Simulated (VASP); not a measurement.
# MgPt3N (Pm-3m) in VASP: single point with PBE

Aim: the single point of MgPt3N with PBE.

All numbers are computed with VASP 6.6.1; they aren't measurements. Logs are shortened: lines on timing, memory, paths and dates and some standing lists are left out, and cuts for length are marked.

**1. The cell of the first run**

It takes space group Pm-3m (No. 221, cubic). Conventional cell: a = 4.204 Å, b = 4.204 Å, c = 4.204 Å, α = 90.00°, β = 90.00°, γ = 90.00°. Within 3.9 Å of Mg (site symmetry m-3m) lie 12 Pt at 2.97 Å and 8 N at 3.64 Å. Within 2.8 Å of Pt (site symmetry 4/mmm) lie 2 N at 2.10 Å. N (site symmetry m-3m) has 6 Pt at 2.10 Å within 2.8 Å.

**2. Single point, PBE**

The input, POSCAR:

```
MgPt3N
1.0
    4.2044635530      0.0000000000      0.0000000000
    0.0000000000      4.2044635530      0.0000000000
    0.0000000000      0.0000000000      4.2044635530
Mg Pt N
1 3 1
Direct
    0.0000000000      0.0000000000      0.0000000000
    0.0000000000      0.5000000000      0.5000000000
    0.5000000000      0.5000000000      0.0000000000
    0.5000000000      0.0000000000      0.5000000000
    0.5000000000      0.5000000000      0.5000000000
```

The input, INCAR.step1:

```
  ALGO = Normal
  EDIFF = 1E-6
  ENCUT = 520
  GGA = PE
  ISIF = 2
  ISMEAR = 0
  LASPH = True
  LCHARG = True
  LMAXMIX = 4
  LREAL = False
  LWAVE = False
  NBANDS = 26
  NELM = 100
  PREC = Accurate
  SIGMA = 0.1
```

The input, KPOINTS.step1:

```
k-points
0
Gamma
  10 10 10
```

The input, INCAR.step2:

```
  ALGO = Normal
  EDIFF = 1E-6
  ENCUT = 520
  GGA = PE
  ICHARG = 11
  ISIF = 2
  ISMEAR = -5
  LASPH = True
  LCHARG = False
  LMAXMIX = 4
  LORBIT = 10
  LREAL = False
  LWAVE = False
  NEDOS = 2001
  NELM = 100
  PREC = Accurate
  SIGMA = 0.1
```

The input, KPOINTS.step2:

```
k-points
0
Gamma
  15 15 15
```

Potentials or basis: VASP PAW PBE potentials, release 64 (Mg, Pt, N).

The run is started by

```bash
$ cat potpaw_PBE.64/Mg/POTCAR potpaw_PBE.64/Pt/POTCAR potpaw_PBE.64/N/POTCAR > POTCAR
$ cp INCAR.step1 INCAR
$ cp KPOINTS.step1 KPOINTS
$ mpirun -np 1 vasp_std > vasp.out
$ cp INCAR.step2 INCAR
$ cp KPOINTS.step2 KPOINTS
$ mpirun -np 1 vasp_std > vasp.out
```

OUTCAR:

```text
EDIFF = 1E-6
   ENCUT = 520
   GGA = PE
   ICHARG = 11
   ISIF = 2
   ISMEAR = -5
   LASPH = True
   LORBIT = 10
   LREAL = False
   NELM = 100
   PREC = Accurate

 ion  position               nearest neighbor table
   1  0.000  0.000  0.000-   2 2.97   3 2.97   4 2.97   2 2.97   4 2.97   2 2.97   3 2.97   2 2.97
                             3 2.97   4 2.97   4 2.97   3 2.97
   2  0.000  0.500  0.500-   5 2.10   5 2.10   4 2.97   1 2.97   1 2.97   3 2.97   1 2.97   4 2.97
                             1 2.97   3 2.97   4 2.97   3 2.97   3 2.97   4 2.97
   3  0.500  0.500  0.000-   5 2.10   5 2.10   4 2.97   1 2.97   2 2.97   4 2.97   2 2.97   1 2.97
                             4 2.97   4 2.97   1 2.97   2 2.97   2 2.97   1 2.97
   4  0.500  0.000  0.500-   5 2.10   5 2.10   3 2.97   1 2.97   1 2.97   3 2.97   2 2.97   3 2.97
                             2 2.97   3 2.97   1 2.97   2 2.97   1 2.97   2 2.97
   5  0.500  0.500  0.500-   2 2.10   3 2.10   4 2.10   3 2.10   4 2.10   2 2.10

  LATTYP: Found a simple cubic cell.
 ALAT       =     4.2044635530

  Lattice vectors:

 A1 = (   4.2044635530,   0.0000000000,   0.0000000000)
 A2 = (   0.0000000000,   4.2044635530,   0.0000000000)
 A3 = (   0.0000000000,   0.0000000000,   4.2044635530)

Analysis of symmetry for initial positions (statically):
=====================================================================
 Subroutine PRICEL returns:
 Original cell was already a primitive cell.

 Routine SETGRP: Setting up the symmetry group for a
 simple cubic supercell.

 Subroutine GETGRP returns: Found 48 space group operations
 (whereof 48 operations were pure point group operations)
 out of a pool of 48 trial point group operations.

The static configuration has the point symmetry O_h .

Analysis of symmetry for dynamics (positions and initial velocities):
=====================================================================
 Subroutine PRICEL returns:
 Original cell was already a primitive cell.

 Routine SETGRP: Setting up the symmetry group for a
 simple cubic supercell.

 Subroutine GETGRP returns: Found 48 space group operations
 (whereof 48 operations were pure point group operations)
 out of a pool of 48 trial point group operations.

The dynamic configuration has the point symmetry O_h .

 Subroutine INISYM returns: Found 48 space group operations
 (whereof 48 operations are pure point group operations),
 and found     1 'primitive' translations

----------------------------------------------------------------------------------------

                                     Primitive cell

  volume of cell :      74.3245

  direct lattice vectors                    reciprocal lattice vectors
     4.204463553  0.000000000  0.000000000     0.237842471  0.000000000  0.000000000
     0.000000000  4.204463553  0.000000000     0.000000000  0.237842471  0.000000000
     0.000000000  0.000000000  4.204463553     0.000000000  0.000000000  0.237842471

  length of vectors
     4.204463553  4.204463553  4.204463553     0.237842471  0.237842471  0.237842471

  position of ions in fractional coordinates (direct lattice)
     0.000000000  0.000000000  0.000000000
     0.000000000  0.500000000  0.500000000
     0.500000000  0.500000000  0.000000000
     0.500000000  0.000000000  0.500000000
     0.500000000  0.500000000  0.500000000

  ion indices of the primitive-cell ions
   primitive index   ion index
                 1           1
                 2           2
                 3           3
                 4           4
                 5           5

----------------------------------------------------------------------------------------

 KPOINTS: k-points

Automatic generation of k-mesh.
 Grid dimensions read from file:
 generate k-points for:   15   15   15

 Generating k-lattice:

  Cartesian coordinates                     Fractional coordinates (reciprocal lattice)
     0.015856165  0.000000000  0.000000000     0.066666667  0.000000000  0.000000000
     0.000000000  0.015856165  0.000000000     0.000000000  0.066666667  0.000000000
     0.000000000  0.000000000  0.015856165     0.000000000  0.000000000  0.066666667

  Length of vectors
     0.015856165  0.015856165  0.015856165

  Shift w.r.t. Gamma in fractional coordinates (k-lattice)
     0.000000000  0.000000000  0.000000000

 TETIRR: Found   1667 inequivalent tetrahedra from    20250

 Subroutine IBZKPT returns following result:
 ===========================================

 Found    120 irreducible k-points:

 Following reciprocal coordinates:
            Coordinates               Weight
  0.000000  0.000000  0.000000      1.000000
  0.066667  0.000000  0.000000      6.000000
  0.133333  0.000000  0.000000      6.000000
  0.200000  0.000000  0.000000      6.000000
  0.266667  0.000000  0.000000      6.000000
  0.333333  0.000000  0.000000      6.000000
[... 16 lines left out ...]
  0.266667  0.200000  0.000000     24.000000
  0.333333  0.200000  0.000000     24.000000
 [... further k-points ...]
   k-points           NKPTS =    120   k-points in BZ     NKDIM =    120   number of bands    NBANDS=     22
   number of dos      NEDOS =   2001   number of ions     NIONS =      5
   total plane-waves  NPLWV =  32768
   dimension x,y,z NGX =    32 NGY =   32 NGZ =   32
   dimension x,y,z NGXF=    64 NGYF=   64 NGZF=   64
   ions per type =               1   3   1
   NGX,Y,Z   is equivalent  to a cutoff of  12.65, 12.65, 12.65 a.u.
   NGXF,Y,Z  is equivalent  to a cutoff of  25.31, 25.31, 25.31 a.u.
 SYSTEM =  unknown system
   PREC   = accura    normal or accurate (medium, high low for compatibility)
   ISTART =      0    job   : 0-new  1-cont  2-samecut
   ICHARG =     11    charge: 1-file 2-atom 10-const
   ISPIN  =      1    spin polarized calculation?
   LNONCOLLINEAR =      F non collinear calculations
   LSORBIT =      F    spin-orbit coupling
   LASPH  =      T    aspherical Exc in radial PAW
   ENCUT  =  520.0 eV  38.22 Ry    6.18 a.u.   7.82  7.82  7.82*2*pi/ulx,y,z
   NELM   =    100;   NELMIN=  2; NELMDL=  0     # of ELM steps
   EDIFF  = 0.1E-05   stopping-criterion for ELM
   LREAL  =      F    real-space projection
   EDIFFG = 0.1E-04   stopping-criterion for IOM
   NSW    =      0    number of steps for IOM
   IBRION =     -1    ionic relax: 0-MD 1-quasi-New 2-CG
   NFREE  =      0    steps in history (QN), initial steepest desc. (CG)
   ISIF   =      2    stress and relaxation
   ISYM   =      2    0-nonsym 1-usesym 2-fastsym
   POTIM  = 0.5000    time-step for ionic-motion
   TEBEG  =    0.0;   TEEND  =   0.0 temperature during run
   PSTRESS=    0.0 pullay stress
   NELECT =      37.0000    total number of electrons
   NUPDOWN=      -1.0000    fix difference up-down
   EMIN   =  10.00;   EMAX   =-10.00  energy-range for DOS
   EFERMI =   0.00;   METHOD = LEGACY
   ISMEAR =    -5;   SIGMA  =   0.10  broadening in eV -4-tet -1-fermi 0-gaus
   EFERMI_NEDOS =   21; number of points for ismear=-14 and -15
   IALGO  =     38    algorithm
   IMIX   =      4    mixing-type and parameters
     AMIX     =   0.40;   BMIX     =  1.00
     AMIX_MAG =   1.60;   BMIX_MAG =  1.00
  volume/ion in A,a.u.               =      14.86       100.31
  Fermi-wavevector in a.u.,A,eV,Ry     =   1.297472  2.451867 22.904521  1.683435
  Thomas-Fermi vector in A             =   2.428863
   LORBIT       =     10    0 simple, 1 ext, 2 COOP (PROOUT), +10 PAW based schemes
   GGA     = PE    functional components
   LHFCALC =     F    Hartree Fock is set to
   AEXX    =    0.0000 exact exchange contribution
   IVDW    =     0    specifies the selected vdW correction
   LEPSILON=     F    determine dielectric tensor
   LRPA    =     F    only Hartree local field effects (RPA)
 non-spin polarized calculation
 Fermi weights with tetrahedron method with Bloechl corrections
  energy-cutoff  :      520.00
  volume of cell :       74.32
 maximum number of plane-waves:      2016
 NGX is ok and might be reduce to    32

 number of electron      37.0000003 magnetization

 Free energy of the ion-electron system (eV)
  ---------------------------------------------------
  ext. energy  EPLUGINS =         0.00000000
  ---------------------------------------------------
  free energy    TOTEN  =       -27.57890493 eV

  energy without entropy =      -27.57890493  energy(sigma->0) =      -27.57890493

 E-fermi :   8.3162     XC(G=0): -11.9274

 val. band max:        8.3776377290   @ k =   0.3333   0.3333   0.2000
 cond. band min:       8.2840719438   @ k =   0.4667   0.4667   0.2000
 fundamental gap:     -0.0935657852
 Fermi energy:         8.3161695955

 k-point     1 :       0.0000    0.0000    0.0000
  band No.  band energies     occupation
      1      -9.5227      2.00000
      2       0.7033      2.00000
      3       3.0392      2.00000
      4       3.0392      2.00000
      5       3.0392      2.00000
      6       3.1945      2.00000
[... 14 lines left out ...]
     21      11.0492      0.00000
     22      11.0492      0.00000

 k-point     2 :       0.0667    0.0000    0.0000
  band No.  band energies     occupation
      1      -9.5003      2.00000
      2       0.7375      2.00000
      3       2.8850      2.00000
      4       2.8850      2.00000
      5       2.9460      2.00000
      6       3.0493      2.00000
[... 14 lines left out ...]
     21      10.8309      0.00000
     22      11.1272      0.00000

 k-point     3 :       0.1333    0.0000    0.0000
  band No.  band energies     occupation
      1      -9.4361      2.00000
      2       0.8321      2.00000
      3       2.4018      2.00000
      4       2.6863      2.00000
      5       2.6863      2.00000
      6       3.0782      2.00000
[... 14 lines left out ...]
     21      10.5889      0.00000
     22      11.3529      0.00000
[... 476 lines left out ...]
 k-point    23 :       0.2667    0.2000    0.0000
  band No.  band energies     occupation
      1      -9.0300      2.00000
      2       0.6938      2.00000
      3       1.1459      2.00000
      4       1.9684      2.00000
      5       2.0060      2.00000
      6       3.5975      2.00000
[... 14 lines left out ...]
     21      10.8358      0.00000
     22      11.4853      0.00000

 k-point    24 :       0.3333    0.2000    0.0000
  band No.  band energies     occupation
      1      -8.9083      2.00000
      2       0.2259      2.00000
      3       1.0841      2.00000
      4       1.8956      2.00000
      5       2.1958      2.00000
      6       3.6487      2.00000
[... 14 lines left out ...]
     21      10.8289      0.00000
     22      11.7647      0.00000

 [... further k-points ...]
[... 5 lines left out ...]
  --------------------------------------------------------------------------------------
  -------------------------------------------------------------------------------------
  Total       -0.1183925     -0.1183925     -0.1183925     -0.0000000      0.0000000     -0.0000000
  in kB       -2.5521319     -2.5521319     -2.5521319     -0.0000000      0.0000000     -0.0000000
  external PRESSURE =      -2.5521319 kB  Pullay stress =       0.0000000 kB

 VOLUME and BASIS-vectors are now :
 -----------------------------------------------------------------------------
  energy-cutoff  :      520.00
  volume of cell :       74.32
      direct lattice vectors                 reciprocal lattice vectors
     4.204463553  0.000000000  0.000000000     0.237842471  0.000000000  0.000000000
     0.000000000  4.204463553  0.000000000     0.000000000  0.237842471  0.000000000
     0.000000000  0.000000000  4.204463553     0.000000000  0.000000000  0.237842471

 POSITION                                       TOTAL-FORCE (eV/Angst)
 -----------------------------------------------------------------------------------
      0.00000      0.00000      0.00000         0.000000      0.000000      0.000000
      0.00000      2.10223      2.10223         0.000000      0.000000      0.000000
      2.10223      2.10223      0.00000         0.000000      0.000000      0.000000
      2.10223      0.00000      2.10223         0.000000      0.000000      0.000000
      2.10223      2.10223      2.10223         0.000000      0.000000      0.000000
 -----------------------------------------------------------------------------------
    total drift:                               -0.000000     -0.000000     -0.000000

  FREE ENERGIE OF THE ION-ELECTRON SYSTEM (eV)
  ---------------------------------------------------
  free  energy   TOTEN  =       -27.5789049309 eV

  energy  without entropy=      -27.5789049309  energy(sigma->0) =      -27.57890493

 total charge

# of ion       s       p       d       tot
------------------------------------------
    1        0.150   0.126   0.029   0.304
    2        0.578   0.504   8.197   9.279
    3        0.578   0.504   8.197   9.279
    4        0.578   0.504   8.197   9.279
    5        1.207   2.433   0.000   3.640
--------------------------------------------------
tot          3.091   4.070  24.619  31.781
```

Run time: 1.7 min. Hardware: 1 thread of AMD EPYC 9R45 (Zen 5), shared host; peak memory 0.29 GiB.

Results:

```
Valence electrons inside the program's atomic spheres : Mg 0.30; Pt 9.28; N 3.64
```

Levels at points of the mesh, in eV from the Fermi level:
```csv
k point,band 15,band 16,band 17,band 18,band 19,band 20,band 21,band 22
"(0.00, 0.00, 0.00)",-2.26,-0.53,-0.53,-0.53,-0.50,1.79,2.73,2.73
```

Caveat: spin-orbit coupling is left out, which moves the levels of the heavy elements.
